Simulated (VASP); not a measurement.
# NiO (Fm-3m) in VASP: a series of runs

The runs below take NiO through single point, with PBE.

Program: VASP 6.6.1. These are calculated values, not measurements. Logs are shortened: lines on timing, memory, paths and dates and some standing lists are left out, and cuts for length are marked.

**Measured values to compare with.**

From “Local correlations, non-local screening, multiplets, and band formation in NiO”, 2012, arxiv:1210.6675, for a bulk crystal of NiO: band gap 4.3 eV.

The runs below are set against these values where they give the same quantity.

## (1) The cell of the first run

Symmetry: Fm-3m, No. 225, cubic system. The conventional cell has a = 4.227 Å, b = 4.227 Å, c = 4.227 Å, α = 90.00°, β = 90.00°, γ = 90.00°. Ni (site symmetry m-3m) has 6 O at 2.11 Å within 2.8 Å. O (site symmetry m-3m) has 6 Ni at 2.11 Å within 2.8 Å.

## (2) Single point, PBE, collinear spin, ferromagnetic start

File INCAR:

```
ALGO = Normal ; EDIFF = 1E-6
ENCUT = 520 ; GGA = PE
ISIF = 2 ; ISMEAR = -1
ISPIN = 2 ; LASPH = T
LCHARG = F ; LMAXMIX = 4
LORBIT = 11 ; LREAL = F
LWAVE = F ; MAGMOM = 1 0
NBANDS = 19 ; NELM = 150
PREC = Accurate ; SIGMA = 0.05
```

File KPOINTS:

```
k-points
0
Gamma
  11 11 11
```

File POSCAR:

```
NiO
1.0
    0.0000000000      2.1133508634      2.1133508634
    2.1133508634      0.0000000000      2.1133508634
    2.1133508634      2.1133508634      0.0000000000
Ni O
1 1
Direct
    0.0000000000      0.0000000000      0.0000000000
    0.5000000000      0.5000000000      0.5000000000
```

Potentials or basis: VASP PAW PBE potentials, release 64 (Ni, O).

Run with:

```sh
$ cat potpaw_PBE.64/Ni/POTCAR potpaw_PBE.64/O/POTCAR > POTCAR
$ mpirun -np 1 vasp_std > vasp.out
```

OUTCAR:

```text
EDIFF = 1E-6
   ENCUT = 520
   GGA = PE
   ISIF = 2
   ISMEAR = -1
   ISPIN = 2
   LASPH = T
   LORBIT = 11
   LREAL = F
   NELM = 150
   PREC = Accurate

 ion  position               nearest neighbor table
   1  0.000  0.000  0.000-   2 2.11   2 2.11   2 2.11   2 2.11   2 2.11   2 2.11
   2  0.500  0.500  0.500-   1 2.11   1 2.11   1 2.11   1 2.11   1 2.11   1 2.11

  LATTYP: Found a face centered cubic cell.
 ALAT       =     4.2267017268

  Lattice vectors:

 A1 = (   0.0000000000,   2.1133508634,   2.1133508634)
 A2 = (   2.1133508634,   0.0000000000,   2.1133508634)
 A3 = (   2.1133508634,   2.1133508634,   0.0000000000)

Analysis of symmetry for initial positions (statically):
=====================================================================
 Subroutine PRICEL returns:
 Original cell was already a primitive cell.

 Routine SETGRP: Setting up the symmetry group for a
 face centered cubic supercell.

 Subroutine GETGRP returns: Found 48 space group operations
 (whereof 48 operations were pure point group operations)
 out of a pool of 48 trial point group operations.

The static configuration has the point symmetry O_h .

Analysis of symmetry for dynamics (positions and initial velocities):
=====================================================================
 Subroutine PRICEL returns:
 Original cell was already a primitive cell.

 Routine SETGRP: Setting up the symmetry group for a
 face centered cubic supercell.

 Subroutine GETGRP returns: Found 48 space group operations
 (whereof 48 operations were pure point group operations)
 out of a pool of 48 trial point group operations.

The dynamic configuration has the point symmetry O_h .

Analysis of structural, dynamic, and magnetic symmetry:
=====================================================================
 Subroutine PRICEL returns:
 Original cell was already a primitive cell.

 Routine SETGRP: Setting up the symmetry group for a
 face centered cubic supercell.

 Subroutine GETGRP returns: Found 48 space group operations
 (whereof 48 operations were pure point group operations)
 out of a pool of 48 trial point group operations.

The overall configuration has the point symmetry O_h .

 Subroutine INISYM returns: Found 48 space group operations
 (whereof 48 operations are pure point group operations),
 and found     1 'primitive' translations

----------------------------------------------------------------------------------------

                                     Primitive cell

[... 106 lines left out ...]
   EFERMI_NEDOS =   21; number of points for ismear=-14 and -15
   IALGO  =     38    algorithm
   IMIX   =      4    mixing-type and parameters
     AMIX     =   0.40;   BMIX     =  1.00
     AMIX_MAG =   1.60;   BMIX_MAG =  1.00
  volume/ion in A,a.u.               =       9.44        63.70
  Fermi-wavevector in a.u.,A,eV,Ry     =   1.549292  2.927737 32.658133  2.400305
  Thomas-Fermi vector in A             =   2.654120
   LORBIT       =     11    0 simple, 1 ext, 2 COOP (PROOUT), +10 PAW based schemes
   GGA     = PE    functional components
   LHFCALC =     F    Hartree Fock is set to
   AEXX    =    0.0000 exact exchange contribution
   IVDW    =     0    specifies the selected vdW correction
   LEPSILON=     F    determine dielectric tensor
   LRPA    =     F    only Hartree local field effects (RPA)
 spin polarized calculation
  energy-cutoff  :      520.00
  volume of cell :       18.88
 maximum number of plane-waves:       532
 NGX is ok and might be reduce to    24
   NGX = 11   NGY = 11   NGZ = 11

 number of electron      16.0000016 magnetization       1.7942892

 Free energy of the ion-electron system (eV)
  ---------------------------------------------------
  ext. energy  EPLUGINS =         0.00000000
  ---------------------------------------------------
  free energy    TOTEN  =       -11.48243446 eV

  energy without entropy =      -11.47322877  energy(sigma->0) =      -11.47783161

 E-fermi :   7.3484     XC(G=0): -12.4708

 val. band max:        7.3109988542   @ k =   0.4545   0.0909   0.0000
 cond. band min:       7.3530990622   @ k =   0.2727   0.1818   0.0000
 fundamental gap:      0.0421002080
 Fermi energy:         7.3484043977

 spin component 1

 k-point     1 :       0.0000    0.0000    0.0000
  band No.  band energies     occupation
      1     -12.6439      1.00000
      2       4.2546      1.00000
      3       4.2546      1.00000
      4       4.5438      1.00000
      5       4.5438      1.00000
      6       4.5438      1.00000
[... 517 lines left out ...]
     18      37.7127      0.00000
     19      38.8625      0.00000

 [... further k-points ...]

 spin component 2

 k-point     1 :       0.0000    0.0000    0.0000
  band No.  band energies     occupation
      1     -12.1908      1.00000
      2       5.0643      1.00000
      3       5.0643      1.00000
      4       5.0643      1.00000
      5       5.6113      1.00000
      6       5.6115      1.00000
[... 517 lines left out ...]
     18      38.1272      0.00000
     19      39.0189      0.00000

 [... further k-points ...]
[... 5 lines left out ...]
  --------------------------------------------------------------------------------------
  -------------------------------------------------------------------------------------
  Total       -0.1849810     -0.1849810     -0.1849810      0.0000000      0.0000000      0.0000000
  in kB      -15.6997554    -15.6997554    -15.6997554      0.0000000      0.0000000      0.0000000
  external PRESSURE =     -15.6997554 kB  Pullay stress =       0.0000000 kB

 VOLUME and BASIS-vectors are now :
 -----------------------------------------------------------------------------
  energy-cutoff  :      520.00
  volume of cell :       18.88
      direct lattice vectors                 reciprocal lattice vectors
     0.000000000  2.113350863  2.113350863    -0.236591097  0.236591097  0.236591097
     2.113350863  0.000000000  2.113350863     0.236591097 -0.236591097  0.236591097
     2.113350863  2.113350863  0.000000000     0.236591097  0.236591097 -0.236591097

 POSITION                                       TOTAL-FORCE (eV/Angst)
 -----------------------------------------------------------------------------------
      0.00000      0.00000      0.00000         0.000000      0.000000      0.000000
      2.11335      2.11335      2.11335        -0.000000     -0.000000     -0.000000
 -----------------------------------------------------------------------------------
    total drift:                                0.000000     -0.000000     -0.000000

  FREE ENERGIE OF THE ION-ELECTRON SYSTEM (eV)
  ---------------------------------------------------
  free  energy   TOTEN  =       -11.4824344592 eV

  energy  without entropy=      -11.4732287655  energy(sigma->0) =      -11.47783161

 total charge

# of ion       s       p       d       tot
------------------------------------------
    1        0.321   0.378   8.220   8.919
    2        1.556   3.407   0.000   4.963
--------------------------------------------------
tot          1.878   3.785   8.220  13.883

 magnetization (x)

# of ion       s       p       d       tot
------------------------------------------
    1        0.011   0.014   1.447   1.473
    2        0.027   0.249   0.000   0.276
--------------------------------------------------
tot          0.038   0.264   1.447   1.749
```

OSZICAR:

```text
N       E                     dE             d eps       ncg     rms          rms(c)
DAV:   1     0.839654484985E+02    0.83965E+02   -0.69845E+03  4497   0.103E+03
DAV:   2    -0.838653069846E+01   -0.92352E+02   -0.80946E+02  4411   0.234E+02
DAV:   3    -0.136455566199E+02   -0.52590E+01   -0.49723E+01  4908   0.558E+01
DAV:   4    -0.136940404925E+02   -0.48484E-01   -0.48419E-01  4719   0.527E+00
DAV:   5    -0.136947980526E+02   -0.75756E-03   -0.75750E-03  4900   0.665E-01    0.139E+01
DAV:   6    -0.130264605902E+02    0.66834E+00   -0.12144E+01  5601   0.583E+01    0.176E+01
DAV:   7    -0.114976237267E+02    0.15288E+01   -0.53846E+00  5440   0.497E+01    0.582E+00
DAV:   8    -0.114676942241E+02    0.29930E-01   -0.24540E-01  5511   0.852E+00    0.374E+00
DAV:   9    -0.114810736364E+02   -0.13379E-01   -0.54020E-02  6144   0.449E+00    0.128E+00
DAV:  10    -0.114809492210E+02    0.12442E-03   -0.14207E-02  6100   0.167E+00    0.528E-01
DAV:  11    -0.114826345776E+02   -0.16854E-02   -0.14035E-03  5278   0.564E-01    0.288E-01
DAV:  12    -0.114821552492E+02    0.47933E-03   -0.20089E-03  5617   0.123E+00    0.139E-01
DAV:  13    -0.114823680573E+02   -0.21281E-03   -0.32440E-04  4925   0.197E-01    0.122E-01
DAV:  14    -0.114824164437E+02   -0.48386E-04   -0.93112E-05  5652   0.221E-01    0.355E-02
DAV:  15    -0.114824307179E+02   -0.14274E-04   -0.22458E-05  5300   0.476E-02    0.238E-02
DAV:  16    -0.114824344754E+02   -0.37575E-05   -0.48217E-06  5055   0.597E-02    0.444E-03
DAV:  17    -0.114824344592E+02    0.16259E-07   -0.11337E-06  2752   0.132E-02
   1 F= -.11482434E+02 E0= -.11477832E+02  d E =-.920569E-02  mag=     1.7938
```

Run time: 49 s. Hardware: 1 thread of AMD EPYC 7R43 (Zen 3), shared host; peak memory 0.13 GiB.

What came out:

```yaml
Free_energy: -11.4824 eV
Pressure: -1.6 GPa
Net_moment: 1.79 μB per cell
Site_moments: Ni +1.47; O +0.28 μB
Valence_electrons_inside_the_program's_atomic_spheres: Ni 8.92; O 4.96
```

Caveat: a cell with one magnetic atom can't hold antiferromagnetic order, which such compounds often take; semilocal functionals often make such compounds metallic where correlation or magnetic order opens a gap, which also shifts bond lengths.

## (3) Single point, PBE, collinear spin, ferromagnetic start

This run uses another cell than the first one, of 9.62 Å³/atom, 1.019 times its volume.

File INCAR:

```
SYSTEM = NiO
  PREC = Accurate
  ENCUT = 520
  EDIFF = 1E-6
  ISMEAR = -1
  SIGMA = 0.05
  LREAL = .False.
  LASPH = .True.
  NELM = 150
  ALGO = Normal
  ISIF = 2
  LWAVE = .False.
  LCHARG = .False.
  ISPIN = 2
  MAGMOM = 1 0
  LORBIT = 11
  LMAXMIX = 4
  GGA = PE
  NBANDS = 19
```

File KPOINTS:

```
Automatic mesh
0
Gamma
  11 11 11
  0 0 0
```

File POSCAR:

```
NiO
1.0
    0.0000000000      2.1268120599      2.1268120599
    2.1268120599      0.0000000000      2.1268120599
    2.1268120599      2.1268120599      0.0000000000
Ni O
1 1
Direct
    0.0000000000      0.0000000000      0.0000000000
    0.5000000000      0.5000000000      0.5000000000
```

Potentials or basis: VASP PAW PBE potentials, release 64 (Ni, O).

Run with:

```sh
$ cat potpaw_PBE.64/Ni/POTCAR potpaw_PBE.64/O/POTCAR > POTCAR
$ mpirun -np 1 vasp_std > vasp.out
```

It took 50 s on 1 thread of AMD EPYC 7R43 (Zen 3), shared host; peak memory 0.13 GiB.

It converged, with:

```yaml
Free_energy: -11.4760 eV
Pressure: -4.7 GPa
Net_moment: 1.83 μB per cell
Site_moments: Ni +1.50; O +0.28 μB
Valence_electrons_inside_the_program's_atomic_spheres: Ni 8.89; O 4.96
```

Levels at points of the mesh, in eV from the Fermi level:
Spin up:
```tsv
k point	band 5	band 6	band 7	band 8	band 9	band 10	band 11	band 12	band 13	band 14
(0.00, 0.00, 0.00)	-2.71	-2.71	-2.53	-2.53	-2.53	1.29	17.73	18.55	18.55	18.55
```
Spin down:
| k point | band 5 | band 6 | band 7 | band 8 | band 9 | band 10 |
| --- | --- | --- | --- | --- | --- | --- |
| (0.00, 0.00, 0.00) | -1.69 | -1.69 | -1.69 | -0.44 | -0.44 | 1.65 |

Caveat: a cell with one magnetic atom can't hold antiferromagnetic order, which such compounds often take; semilocal functionals often make such compounds metallic where correlation or magnetic order opens a gap, which also shifts bond lengths. With open d or f shells a metallic result of PBE can be an artefact of self-interaction; +U or a hybrid may open a gap.

## (4) Comparison with measurements

Step 2. Against the measured gap of NiO, 4.3 eV (quoted in “Local correlations, non-local screening, multiplets, and band formation in NiO”, 2012, arxiv:1210.6675), the calculated 0.00 eV is off by -4.30 eV. So large a miss can be the level of theory's own, or it may mean another phase, state or a wrong row. The value is that of PBE on a finite k mesh, which can miss the band edges, without temperature or zero-point motion. Semilocal functionals fall short of measured gaps as a rule. The run's magnetic order (collinear spin, ferromagnetic start) needn't be the measured crystal's.
